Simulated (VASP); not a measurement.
Set up this calculation in VASP 6.6.1, as the native input.

* Task: single point
* Functional: LDA
* Potentials or basis: VASP PAW LDA potentials, release 64 (Ba_sv, Zr_sv, O)
* Cutoff: 520 eV
* k mesh: 6 × 6 × 6
* Occupations: gaussian, width 0.05 eV
* Spin: no spin polarisation
* Dipole correction: no
* Further INCAR settings: ALGO = Normal; EDIFF = 1e-06; NBANDS = 28

The structure of BaZrO3 lies in POSCAR:

```
BaZrO3
1.0
    3.9193442992      0.0000000000      0.0000000000
    0.0000000000      3.9193442992      0.0000000000
    0.0000000000      0.0000000000      4.1474542849
Ba Zr O
1 1 3
Direct
    0.5000000000      0.5000000000      0.5000000000
    0.0000000000      0.0000000000      0.0000000000
    0.5000000000      0.0000000000      0.0000000000
    0.0000000000      0.5000000000      0.0000000000
    0.0000000000      0.0000000000      0.5000000000
```

This cell differs from its parent crystal: normal strain along x -0.0550, normal strain along y -0.0550.

One way to write it, as run:

INCAR

```
  ALGO = Normal
  EDIFF = 1E-6
  ENCUT = 520
  GGA = CA
  ISIF = 2
  ISMEAR = 0
  LASPH = True
  LCHARG = False
  LREAL = False
  LWAVE = False
  NBANDS = 28
  NELM = 100
  PREC = Accurate
  SIGMA = 0.05
```

KPOINTS

```
k-points
0
Gamma
  6 6 6
```

Potentials or basis: VASP PAW LDA potentials, release 64 (Ba_sv, Zr_sv, O).

The run is started by

```sh
$ cat potpaw_LDA.64/Ba_sv/POTCAR potpaw_LDA.64/Zr_sv/POTCAR potpaw_LDA.64/O/POTCAR > POTCAR
$ mpirun -np 1 vasp_std > vasp.out
```

It gave:

```json
{"Pressure": "29.0 GPa", "Band gap on the k mesh": "3.08 eV, direct"}
```

Caveat: the cell differs from its parent crystal (normal strain along x -0.0550, normal strain along y -0.0550); spin-orbit coupling is left out, which moves the levels of the heavy elements.

Wall time 74 s on 1 thread of Intel(R) Xeon(R) Platinum 8375C CPU @ 2.90GHz (Ice Lake), on a shared host, peak memory 0.2 GiB.
